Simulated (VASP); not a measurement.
# GeMo (Fd-3m) in VASP: a series of runs

GeMo is run at these levels: PBE; tasks: single point, relaxation of cell and atoms.

All numbers are computed with VASP 6.6.1; they aren't measurements. Logs are shortened: lines on timing, memory, paths and dates and some standing lists are left out, and cuts for length are marked.

### Step 1. The cell of the first run

Symmetry: Fd-3m, No. 227, cubic system. Conventional cell: a = 6.357 Å, b = 6.357 Å, c = 6.357 Å, α = 90.00°, β = 90.00°, γ = 90.00°. Within 3.6 Å of Ge (site symmetry -43m) lie 4 Ge at 2.75 Å and 10 Mo at 2.75 to 3.18 Å. Mo (site symmetry -43m) has 10 Ge at 2.75 to 3.18 Å and 4 Mo at 2.75 Å within 3.6 Å.

### Step 2. Single point, PBE

File INCAR:

```
SYSTEM = GeMo
PREC     = Accurate       ! precision mode
ENCUT    = 520            ! plane-wave cutoff, eV
EDIFF    = 1E-6           ! SCF threshold, eV
ISMEAR   = 0              ! smearing method
SIGMA    = 0.1            ! smearing width, eV
LREAL    = .FALSE.        ! projectors in reciprocal space
LASPH    = .TRUE.         ! aspherical terms in the spheres
NELM     = 80             ! most SCF steps
ALGO     = Normal         ! electronic algorithm
ISIF     = 2              ! what is computed and relaxed
LWAVE    = .FALSE.        ! write WAVECAR
LCHARG   = .TRUE.         ! write CHGCAR
GGA      = PE             ! functional
LELF     = .TRUE.         ! ELF
LVHAR    = .TRUE.       
NBANDS   = 36             ! bands
```

File KPOINTS:

```
Automatic mesh
0
G
  4 4 4
  0 0 0
```

File POSCAR:

```
GeMo
1.0
    0.0000000000      3.1785884524      3.1785884524
    3.1785884524      0.0000000000      3.1785884524
    3.1785884524      3.1785884524      0.0000000000
Ge Mo
2 2
Direct
    0.5000000000      0.5000000000      0.5000000000
    0.7500000000      0.7500000000      0.7500000000
    0.0000000000      0.0000000000      0.0000000000
    0.2500000000      0.2500000000      0.2500000000
```

Potentials or basis: VASP PAW PBE potentials, release 64 (Ge_d, Mo_sv).

Command:

```console
$ cat potpaw_PBE.64/Ge_d/POTCAR potpaw_PBE.64/Mo_sv/POTCAR > POTCAR
$ mpirun -np 1 vasp_std > vasp.out
```

OUTCAR:

```text
SYSTEM = GeMo
   PREC = Accurate
   ENCUT = 520
   EDIFF = 1E-6
   ISMEAR = 0
   LREAL = .FALSE.
   LASPH = .TRUE.
   NELM = 80
   ISIF = 2
   GGA = PE

 ion  position               nearest neighbor table
   1  0.500  0.500  0.500-   2 2.75   4 2.75   4 2.75   4 2.75   4 2.75   2 2.75   2 2.75   2 2.75
                             3 3.18   3 3.18   3 3.18   3 3.18   3 3.18   3 3.18
   2  0.750  0.750  0.750-   1 2.75   3 2.75   1 2.75   1 2.75   1 2.75   3 2.75   3 2.75   3 2.75
                             4 3.18   4 3.18   4 3.18   4 3.18   4 3.18   4 3.18
   3  0.000  0.000  0.000-   2 2.75   4 2.75   2 2.75   2 2.75   2 2.75   4 2.75   4 2.75   4 2.75
                             1 3.18   1 3.18   1 3.18   1 3.18   1 3.18   1 3.18
   4  0.250  0.250  0.250-   1 2.75   3 2.75   3 2.75   3 2.75   3 2.75   1 2.75   1 2.75   1 2.75
                             2 3.18   2 3.18   2 3.18   2 3.18   2 3.18   2 3.18

  LATTYP: Found a face centered cubic cell.
 ALAT       =     6.3571769048

  Lattice vectors:

 A1 = (   0.0000000000,   3.1785884524,   3.1785884524)
 A2 = (   3.1785884524,   0.0000000000,   3.1785884524)
 A3 = (   3.1785884524,   3.1785884524,   0.0000000000)

Analysis of symmetry for initial positions (statically):
=====================================================================
 Subroutine PRICEL returns:
 Original cell was already a primitive cell.

 Routine SETGRP: Setting up the symmetry group for a
 face centered cubic supercell.

 Subroutine GETGRP returns: Found 48 space group operations
 (whereof 24 operations were pure point group operations)
 out of a pool of 48 trial point group operations.

The static configuration has the point symmetry T_d .
 The point group associated with its full space group is O_h .

Analysis of symmetry for dynamics (positions and initial velocities):
=====================================================================
 Subroutine PRICEL returns:
 Original cell was already a primitive cell.

 Routine SETGRP: Setting up the symmetry group for a
 face centered cubic supercell.

 Subroutine GETGRP returns: Found 48 space group operations
 (whereof 24 operations were pure point group operations)
 out of a pool of 48 trial point group operations.

The dynamic configuration has the point symmetry T_d .
 The point group associated with its full space group is O_h .

 Subroutine INISYM returns: Found 48 space group operations
 (whereof 24 operations are pure point group operations),
 and found     1 'primitive' translations

----------------------------------------------------------------------------------------

                                     Primitive cell

  volume of cell :      64.2293

  direct lattice vectors                    reciprocal lattice vectors
     0.000000000  3.178588452  3.178588452    -0.157302528  0.157302528  0.157302528
     3.178588452  0.000000000  3.178588452     0.157302528 -0.157302528  0.157302528
     3.178588452  3.178588452  0.000000000     0.157302528  0.157302528 -0.157302528

  length of vectors
     4.495202899  4.495202899  4.495202899     0.272455971  0.272455971  0.272455971

  position of ions in fractional coordinates (direct lattice)
     0.500000000  0.500000000  0.500000000
     0.750000000  0.750000000  0.750000000
     0.000000000  0.000000000  0.000000000
     0.250000000  0.250000000  0.250000000

  ion indices of the primitive-cell ions
   primitive index   ion index
                 1           1
                 2           2
                 3           3
                 4           4

----------------------------------------------------------------------------------------

 KPOINTS: Automatic mesh

Automatic generation of k-mesh.
 Grid dimensions read from file:
 generate k-points for:    4    4    4

 Generating k-lattice:

  Cartesian coordinates                     Fractional coordinates (reciprocal lattice)
    -0.039325632  0.039325632  0.039325632     0.250000000  0.000000000  0.000000000
     0.039325632 -0.039325632  0.039325632     0.000000000  0.250000000  0.000000000
     0.039325632  0.039325632 -0.039325632     0.000000000  0.000000000  0.250000000

  Length of vectors
     0.068113993  0.068113993  0.068113993

  Shift w.r.t. Gamma in fractional coordinates (k-lattice)
     0.000000000  0.000000000  0.000000000

 Subroutine IBZKPT returns following result:
 ===========================================

 Found      8 irreducible k-points:

 Following reciprocal coordinates:
            Coordinates               Weight
  0.000000  0.000000  0.000000      1.000000
  0.250000  0.000000  0.000000      8.000000
  0.500000  0.000000  0.000000      4.000000
  0.250000  0.250000  0.000000      6.000000
  0.500000  0.250000  0.000000     24.000000
 -0.250000  0.250000  0.000000     12.000000
  0.500000  0.500000  0.000000      3.000000
 -0.250000  0.500000  0.250000      6.000000
   k-points           NKPTS =      8   k-points in BZ     NKDIM =      8   number of bands    NBANDS=     36
   number of dos      NEDOS =    301   number of ions     NIONS =      4
   total plane-waves  NPLWV =  46656
   dimension x,y,z NGX =    36 NGY =   36 NGZ =   36
   dimension x,y,z NGXF=    72 NGYF=   72 NGZF=   72
   ions per type =               2   2
   NGX,Y,Z   is equivalent  to a cutoff of  13.31, 13.31, 13.31 a.u.
   NGXF,Y,Z  is equivalent  to a cutoff of  26.63, 26.63, 26.63 a.u.
 SYSTEM =  GeMo
   PREC   = accura    normal or accurate (medium, high low for compatibility)
   ISTART =      0    job   : 0-new  1-cont  2-samecut
   ICHARG =      2    charge: 1-file 2-atom 10-const
   ISPIN  =      1    spin polarized calculation?
   LNONCOLLINEAR =      F non collinear calculations
   LSORBIT =      F    spin-orbit coupling
   LASPH  =      T    aspherical Exc in radial PAW
   ENCUT  =  520.0 eV  38.22 Ry    6.18 a.u.   8.36  8.36  8.36*2*pi/ulx,y,z
   NELM   =     80;   NELMIN=  2; NELMDL= -5     # of ELM steps
   EDIFF  = 0.1E-05   stopping-criterion for ELM
   LREAL  =      F    real-space projection
   EDIFFG = 0.1E-04   stopping-criterion for IOM
   NSW    =      0    number of steps for IOM
   IBRION =     -1    ionic relax: 0-MD 1-quasi-New 2-CG
   NFREE  =      0    steps in history (QN), initial steepest desc. (CG)
   ISIF   =      2    stress and relaxation
   ISYM   =      2    0-nonsym 1-usesym 2-fastsym
   POTIM  = 0.5000    time-step for ionic-motion
   TEBEG  =    0.0;   TEEND  =   0.0 temperature during run
   PSTRESS=    0.0 pullay stress
   NELECT =      56.0000    total number of electrons
   NUPDOWN=      -1.0000    fix difference up-down
   EMIN   =  10.00;   EMAX   =-10.00  energy-range for DOS
   EFERMI =   0.00;   METHOD = LEGACY
   ISMEAR =     0;   SIGMA  =   0.10  broadening in eV -4-tet -1-fermi 0-gaus
   EFERMI_NEDOS =   21; number of points for ismear=-14 and -15
   IALGO  =     38    algorithm
   IMIX   =      4    mixing-type and parameters
     AMIX     =   0.40;   BMIX     =  1.00
     AMIX_MAG =   1.60;   BMIX_MAG =  1.00
  volume/ion in A,a.u.               =      16.06       108.36
  Fermi-wavevector in a.u.,A,eV,Ry     =   1.563963  2.955462 33.279592  2.445981
  Thomas-Fermi vector in A             =   2.666657
   LORBIT       =      0    0 simple, 1 ext, 2 COOP (PROOUT), +10 PAW based schemes
   GGA     = PE    functional components
   LHFCALC =     F    Hartree Fock is set to
   AEXX    =    0.0000 exact exchange contribution
   IVDW    =     0    specifies the selected vdW correction
   LEPSILON=     F    determine dielectric tensor
   LRPA    =     F    only Hartree local field effects (RPA)
 non-spin polarized calculation
 Gauss-broadening in eV      SIGMA  =   0.10
  energy-cutoff  :      520.00
  volume of cell :       64.23
 maximum number of plane-waves:      1759
 NGX is ok and might be reduce to    36
   NGX = 17   NGY = 17   NGZ = 17

 number of electron      56.0000014 magnetization

 Free energy of the ion-electron system (eV)
  ---------------------------------------------------
  ext. energy  EPLUGINS =         0.00000000
  ---------------------------------------------------
  free energy    TOTEN  =       -29.94361389 eV

  energy without entropy =      -29.94269376  energy(sigma->0) =      -29.94315382

 E-fermi :  10.2657     XC(G=0): -12.6876

 val. band max:       10.0996933493   @ k =   0.5000   0.0000   0.0000
 cond. band min:      10.4420455086   @ k =  -0.2500   0.2500   0.0000
 fundamental gap:      0.3423521593
 Fermi energy:        10.2656568981

 k-point     1 :       0.0000    0.0000    0.0000
  band No.  band energies     occupation
      1     -50.7425      2.00000
      2     -50.5386      2.00000
      3     -24.9760      2.00000
      4     -24.9760      2.00000
      5     -24.9760      2.00000
      6     -24.5346      2.00000
[... 28 lines left out ...]
     35      16.5184      0.00000
     36      16.5184      0.00000

 k-point     2 :       0.2500    0.0000    0.0000
  band No.  band energies     occupation
      1     -50.7212      2.00000
      2     -50.5601      2.00000
      3     -25.0032      2.00000
      4     -25.0032      2.00000
      5     -24.9756      2.00000
      6     -24.5405      2.00000
[... 28 lines left out ...]
     35      14.9197      0.00000
     36      14.9197      0.00000

 k-point     3 :       0.5000    0.0000    0.0000
  band No.  band energies     occupation
      1     -50.6917      2.00000
      2     -50.5899      2.00000
      3     -25.0276      2.00000
      4     -25.0276      2.00000
      5     -24.9771      2.00000
      6     -24.5445      2.00000
[... 28 lines left out ...]
     35      13.7548      0.00000
     36      15.8304      0.00000

 k-point     4 :       0.2500    0.2500    0.0000
  band No.  band energies     occupation
      1     -50.7127      2.00000
      2     -50.5686      2.00000
      3     -25.0326      2.00000
      4     -25.0326      2.00000
      5     -24.9141      2.00000
      6     -24.6041      2.00000
[... 28 lines left out ...]
     35      13.9520      0.00000
     36      14.5671      0.00000

 k-point     5 :       0.5000    0.2500    0.0000
  band No.  band energies     occupation
      1     -50.6769      2.00000
      2     -50.6048      2.00000
      3     -25.0761      2.00000
      4     -25.0546      2.00000
      5     -24.8669      2.00000
      6     -24.6516      2.00000
[... 28 lines left out ...]
     35      14.9451      0.00000
     36      15.6518      0.00000

 k-point     6 :      -0.2500    0.2500    0.0000
  band No.  band energies     occupation
      1     -50.6917      2.00000
      2     -50.5898      2.00000
      3     -25.0711      2.00000
      4     -25.0276      2.00000
      5     -24.9080      2.00000
      6     -24.6080      2.00000
[... 28 lines left out ...]
     35      15.1842      0.00000
     36      15.7261      0.00000

 k-point     7 :       0.5000    0.5000    0.0000
  band No.  band energies     occupation
      1     -50.6409      2.00000
      2     -50.6409      2.00000
      3     -25.0793      2.00000
      4     -25.0793      2.00000
      5     -24.7625      2.00000
      6     -24.7625      2.00000
[... 28 lines left out ...]
     35      17.5295      0.00000
     36      17.5295      0.00000

 k-point     8 :      -0.2500    0.5000    0.2500
  band No.  band energies     occupation
      1     -50.6409      2.00000
      2     -50.6409      2.00000
      3     -25.0818      2.00000
      4     -25.0818      2.00000
      5     -24.7586      2.00000
      6     -24.7586      2.00000
[... 28 lines left out ...]
     35      16.0186      0.00000
     36      16.0186      0.00000

------------------------ aborting loop because EDIFF is reached ----------------------------------------

  FORCE on cell =-STRESS in cart. coord.  units (eV):
  Direction    XX          YY          ZZ          XY          YZ          ZX
  --------------------------------------------------------------------------------------
  -------------------------------------------------------------------------------------
  Total        0.1044937      0.1044937      0.1044937      0.0000000      0.0000000      0.0000000
  in kB        2.6065603      2.6065603      2.6065603      0.0000000      0.0000000      0.0000000
  external PRESSURE =       2.6065603 kB  Pullay stress =       0.0000000 kB

 VOLUME and BASIS-vectors are now :
 -----------------------------------------------------------------------------
  energy-cutoff  :      520.00
  volume of cell :       64.23
      direct lattice vectors                 reciprocal lattice vectors
     0.000000000  3.178588452  3.178588452    -0.157302528  0.157302528  0.157302528
     3.178588452  0.000000000  3.178588452     0.157302528 -0.157302528  0.157302528
     3.178588452  3.178588452  0.000000000     0.157302528  0.157302528 -0.157302528

 POSITION                                       TOTAL-FORCE (eV/Angst)
 -----------------------------------------------------------------------------------
      3.17859      3.17859      3.17859         0.000000      0.000000      0.000000
      4.76788      4.76788      4.76788        -0.000000     -0.000000     -0.000000
      0.00000      0.00000      0.00000        -0.000000     -0.000000     -0.000000
      1.58929      1.58929      1.58929         0.000000      0.000000      0.000000
 -----------------------------------------------------------------------------------
    total drift:                                0.000000      0.000000      0.000000

  FREE ENERGIE OF THE ION-ELECTRON SYSTEM (eV)
  ---------------------------------------------------
  free  energy   TOTEN  =       -29.9436138904 eV

  energy  without entropy=      -29.9426937567  energy(sigma->0) =      -29.94315382
```

Wall time 16 s (1 thread of Intel Xeon Platinum 8488C (Sapphire Rapids), shared host); peak memory 0.2 GiB.

What came out:

| Quantity | Value |
| --- | --- |
| Free energy | -29.9436 eV |
| Pressure | 0.3 GPa |
| Band gap on the k mesh | 0.34 eV, indirect (least direct gap 0.65 eV) |

Caveat: the k points lie up to 0.43 Å⁻¹ apart.

### Step 3. Single point, PBE

File INCAR:

```
ALGO = Normal
EDIFF = 1E-6
ENCUT = 520
GGA = PE
ISIF = 2
ISMEAR = 0
LASPH = True
LCHARG = False
LREAL = False
LWAVE = False
NBANDS = 36
NELM = 80
PREC = Accurate
SIGMA = 0.1
```

File KPOINTS:

```
k-points
0
Gamma
  6 6 6
```

File POSCAR:

```
GeMo
1.0
    0.0000000000      3.1785884524      3.1785884524
    3.1785884524      0.0000000000      3.1785884524
    3.1785884524      3.1785884524      0.0000000000
Ge Mo
2 2
Direct
    0.0000000000      0.0000000000      0.0000000000
    0.2500000000      0.2500000000      0.2500000000
    0.5000000000      0.5000000000      0.5000000000
    0.7500000000      0.7500000000      0.7500000000
```

Potentials or basis: VASP PAW PBE potentials, release 64 (Ge_d, Mo_sv).

Command:

```console
$ cat potpaw_PBE.64/Ge_d/POTCAR potpaw_PBE.64/Mo_sv/POTCAR > POTCAR
$ mpirun -np 1 vasp_std > vasp.out
```

Run time: 24 s. Hardware: 1 thread of Intel Xeon Platinum 8488C (Sapphire Rapids), shared host; peak memory 0.21 GiB.

It converged, with:

| Item | Value |
| --- | --- |
| Free energy | -29.9621 eV |
| Pressure | 0.7 GPa |

Levels at points of the mesh, in eV from the Fermi level:
```tsv
k point	band 26	band 27	band 28	band 29	band 30	band 31
(0.00, 0.00, 0.00)	-2.25	-2.25	-2.25	1.92	1.92	1.92
(0.50, 0.00, 0.00)	-1.76	0.01	0.01	1.07	1.07	2.04
(0.50, 0.50, 0.00)	-1.46	-0.49	-0.49	0.69	0.69	0.88
```

### Step 4. Single point, PBE

This run uses another cell than the first one, of 17.45 Å³/atom, 1.087 times its volume.

File INCAR:

```
PREC = Accurate ; ENCUT = 520
EDIFF = 1E-6 ; ISMEAR = 0
SIGMA = 0.1 ; LREAL = False
LASPH = True ; NELM = 100
ALGO = Normal ; ISIF = 2
LWAVE = False ; LCHARG = False
GGA = PE ; NBANDS = 36
```

File KPOINTS:

```
Automatic mesh
0
Gamma
  6 6 6
```

File POSCAR:

```
GeMo
1.0
    0.0000000000      3.2680088327      3.2680088327
    3.2680088327      0.0000000000      3.2680088327
    3.2680088327      3.2680088327      0.0000000000
Ge Mo
2 2
Direct
    0.5000000000      0.5000000000      0.5000000000
    0.7500000000      0.7500000000      0.7500000000
    0.0000000000      0.0000000000      0.0000000000
    0.2500000000      0.2500000000      0.2500000000
```

Command:

```console
$ cat potpaw_PBE.64/Ge_d/POTCAR potpaw_PBE.64/Mo_sv/POTCAR > POTCAR
$ mpirun -np 1 vasp_std > vasp.out
```

Wall time 27 s (1 thread of Intel Xeon Platinum 8488C (Sapphire Rapids), shared host); peak memory 0.21 GiB.

It converged, with:

```yaml
Free_energy: -29.7610 eV
Pressure: -11.4 GPa
```

Levels at points of the mesh, in eV from the Fermi level:
```tsv
k point	band 26	band 27	band 28	band 29	band 30	band 31
(0.00, 0.00, 0.00)	-2.05	-2.05	-2.05	1.76	1.76	1.76
(0.50, 0.00, 0.00)	-1.62	0.01	0.01	0.97	0.97	1.77
(0.50, 0.50, 0.00)	-1.34	-0.37	-0.37	0.51	0.51	0.81
```

### Step 5. Relaxation of cell and atoms, PBE

This run uses another cell than the first one, of 17.45 Å³/atom, 1.087 times its volume.

File INCAR:

```
  PREC = Accurate
  ENCUT = 600
  EDIFF = 1E-7
  ISMEAR = 0
  SIGMA = 0.1
  LREAL = F
  LASPH = T
  NELM = 100
  ALGO = Normal
  ISIF = 3
  LWAVE = F
  LCHARG = F
  GGA = PE
  IBRION = 2
  NSW = 90
  EDIFFG = -0.04
```

File KPOINTS:

```
Automatic mesh
0
Gamma
  4 4 4
```

POSCAR is that of step 4.

Command:

```console
$ cat potpaw_PBE.64/Ge_d/POTCAR potpaw_PBE.64/Mo_sv/POTCAR > POTCAR
$ mpirun -np 1 vasp_std > vasp.out
```

Wall time 65 s (1 thread of Intel Xeon Platinum 8488C (Sapphire Rapids), shared host); peak memory 0.24 GiB.

The run converged. Its results:

```yaml
Free_energy: -29.9467 eV
Relaxed_volume: 16.12 Å³/atom
Relaxed_cell: a = 4.501 Å, b = 4.501 Å, c = 4.501 Å, α = 60.00°, β = 60.00°, γ = 60.00°
Space_group_after_relaxing_to_0.05_Å: Fd-3m (No. 227)
Energy_gained_by_relaxing: 54.3 meV/atom
Ionic_steps: 3
Pressure_after_relaxing: -0.4 GPa
Band_gap_on_the_k_mesh: 0.34 eV, indirect (least direct gap 0.66 eV)
```

Step by step:
```
step  energy change (eV)  largest force (eV/Å)  pressure (GPa)  volume (Å³)
   1              0.0000                0.0000          -11.78        69.80
   2              0.2427                0.0000           24.35        57.63
   3             -0.2173                0.0000           -0.39        64.46
```

Final structure:
```
Ge Mo
1.0
     0.00000    3.18246    3.18246
     3.18246    0.00000    3.18246
     3.18246    3.18246    0.00000
Ge Mo
2 2
Direct
  0.50000 0.50000 0.50000
  0.75000 0.75000 0.75000
  0.00000 0.00000 0.00000
  0.25000 0.25000 0.25000
```

Levels at points of the mesh, in eV from the valence-band top:
```tsv
k point	band 26	band 27	band 28	band 29	band 30	band 31
(0.00, 0.00, 0.00)	-2.24	-2.24	-2.24	1.90	1.90	1.90
(0.50, 0.00, 0.00)	-1.76	0.00	0.00	1.05	1.05	2.01
(0.50, 0.50, 0.00)	-1.47	-0.49	-0.49	0.67	0.67	0.87
```

### Step 6. Summary

| task | cell | k mesh | cutoff (eV) | gap on the mesh (eV) | pressure (GPa) |
| --- | --- | --- | --- | --- | --- |
| single point | a = 4.495 Å, angles 60.0°, 4 atoms | 4 × 4 × 4 | 520 | 0.34 | 0.3 |
| single point | a = 4.495 Å, angles 60.0°, 4 atoms | 6 × 6 × 6 | 520 | - | 0.7 |
| single point | a = 4.622 Å, angles 60.0°, 4 atoms | 6 × 6 × 6 | 520 | - | -11.4 |
| relaxation of cell and atoms | relaxed from a = 4.622 Å, angles 60.0°, 4 atoms | 4 × 4 × 4 | 600 | 0.34 | -0.4 |

Alike in all rows: level PBE; potentials or basis VASP PAW PBE potentials, release 64 (Ge_d, Mo_sv); no spin polarisation; smearing gaussian 0.1 eV.

Caveats: some runs use coarse meshes.

Absolute energies hang on the potentials; compare differences alone.
